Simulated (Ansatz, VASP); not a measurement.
La: VASP beside Ansatz

```
La
1.0
     3.17594    0.00000    0.00000
     0.00000    3.17594    0.00000
     0.00000    0.00000    3.17594
La
1
Direct
  0.00000 0.00000 0.00000
```

Change from the starting cell: volume scaled by 1, PAW files.

Alike in both runs: task single point; functional LDA; k mesh 13 × 13 × 13; occupations fermi-dirac, width 0.05 eV; no spin polarisation.

```csv
,VASP,Ansatz
version,VASP 6.6.1,Ansatz 0.2.0
potentials or method,"VASP PAW LDA potentials, release 64 (La)","PAW with Ansatz's default frozen-core files, scalar-relativistic"
plane-wave cutoff (eV),520,420
valence electrons in the cell,11,11
```

```csv
,VASP,Ansatz,Ansatz less VASP
pressure (GPa),-0.2,0.0,+0.15
```

LDA's correlation is that of Perdew and Zunger in VASP and of Perdew and Wang (1992) in Ansatz.

Neither program's run includes spin-orbit coupling.
